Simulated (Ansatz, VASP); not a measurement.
**TiCd3Pd: VASP beside Ansatz**

```
Ti Cd Pd
1.0
     7.58403    0.00000    0.00000
    -3.79201    6.56796    0.00000
     0.00000    0.00000    4.46721
Ti Cd Pd
2 6 2
Direct
  0.00000 0.00000 0.50000
  0.00000 0.00000 0.00000
  0.20157 0.40315 0.25000
  0.79843 0.20157 0.75000
  0.79843 0.59685 0.75000
  0.20157 0.79843 0.25000
  0.59685 0.79843 0.25000
  0.40315 0.20157 0.75000
  0.33333 0.66667 0.75000
  0.66667 0.33333 0.25000
```

Alike in both runs: functional PBE; k mesh 6 × 6 × 8; occupations gaussian, width 0.1 eV; no spin polarisation.

Ansatz relaxed the structure, and its values are those at the end. VASP's run is a single point on that final structure, the one shown.

|  | VASP | Ansatz |
| --- | --- | --- |
| version | VASP 6.6.1 | Ansatz 0.2.0 |
| potentials or method | VASP PAW PBE potentials, release 64 (Ti_sv, Cd, Pd), cutoff 520 eV | scalar-relativistic, plane waves, PAW |
| valence electrons in the cell | 116 | 180 |

```tsv
	VASP	Ansatz	Ansatz less VASP
gap on the k mesh at the Fermi level (eV)	none	none	-
pressure (GPa)	0.3	0.0	-0.33
rms of the force components (eV/Å)	0.017	0.003	-0.0136
```

A gap of «none» marks a metal or a gap that the smearing closes. VASP's potentials hold 116 valence electrons a cell and Ansatz's 180, so a difference there can come from the potentials and not from the codes.
